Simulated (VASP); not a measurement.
Crystal: NaGeI3.

```
Na Ge I
1.0
     5.88928    0.00000    0.00000
     0.00000    5.88928    0.00000
     0.00000    0.00000    5.88928
Na Ge I
1 1 3
Direct
  0.00000 0.00000 0.00000
  0.50000 0.50000 0.50000
  0.50000 0.50000 0.00000
  0.50000 0.00000 0.50000
  0.00000 0.50000 0.50000
```

Base run:

| Item | Value |
| --- | --- |
| Program | VASP 6.6.1 |
| Functional | r2SCAN |
| Potentials or basis | VASP PAW PBE potentials, release 64 (Na_pv, Ge_d, I) |
| Cutoff | 520 eV |
| k mesh | 4 × 4 × 4 |
| Occupations | gaussian, width 0.01 eV |
| Spin | no spin polarisation |

Its results: band gap on the k mesh 0.47 eV; pressure 0.0 GPa.

Task: The run is repeated on the same cell with these changes: functional from r2SCAN to PBE; occupations from gaussian, width 0.01 eV to fermi-dirac, width 0.02 eV. What comes out?

Result: Band gap on the k mesh 0.41 eV; pressure 0.4 GPa.

Caveats: spin-orbit coupling is left out, which moves the levels of the heavy elements; the PAW data sets were made with another functional, which shifts forces and pressure a little (at least some runs).

A k mesh can miss the band edges.
